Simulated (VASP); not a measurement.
A run of VASP 6.6.1 is set up as follows.

The input INCAR:

```
  PREC = Accurate
  ENCUT = 520
  EDIFF = 1E-6
  ISMEAR = -5
  SIGMA = 0.05
  LREAL = False
  LASPH = True
  NELM = 100
  ALGO = Normal
  ISIF = 2
  LWAVE = False
  LCHARG = False
  GGA = PE
  NBANDS = 26
```

KPOINTS

```
Automatic mesh
0
Gamma
  12 12 4
```

The input POSCAR:

```
SiC
1.0
    3.0799284019     -0.0371851847     -0.2591231965
   -1.5721675155      2.6248174474      0.2804089658
   -0.8483014873      0.5702312845     10.4461131050
Si C
4 4
Direct
    0.7148102886      0.4160234282      0.9436317316
    0.3265217650      0.7001606750      0.4199592065
    0.1130574121      0.0072560129      0.6748386666
   -0.0496207854     -0.0201883928      0.2068295327
    0.6444416753      0.4085810648      0.7751326597
    0.2580721855      0.5990916001      0.2382107440
    0.0183985798     -0.0014742059      0.4754003564
   -0.0256811208     -0.1094501823      0.0179951026
```

Potentials or basis: VASP PAW PBE potentials, release 64 (Si, C).

The run is started by

```sh
$ cat potpaw_PBE.64/Si/POTCAR potpaw_PBE.64/C/POTCAR > POTCAR
$ mpirun -np 1 vasp_std > vasp.out
```

Predict the largest force.

13.445 eV/Å.

Predict the band gap on the k mesh.

zero (bands 16 and 17 overlap by 1.05 eV).

What does it give for the pressure?

19.2 GPa.

Forces in eV/Å, atoms in the order of the input:
```
Si   -0.179 -11.453  -2.252
Si    1.633  -1.616   0.701
Si   -1.101  -2.007   0.749
Si   -0.699  -3.845  -5.983
C     0.778   1.668  -4.391
C     1.645   4.123   3.684
C    -0.550   0.659   2.710
C    -1.528  12.472   4.782
```

Caveat: the stress differs along the axes, from 8 to 38 GPa; forces of over 1 eV/Å act on the atoms, so gaps and moduli don't describe the material at rest; tetrahedron occupations give inexact forces and stress in metals.
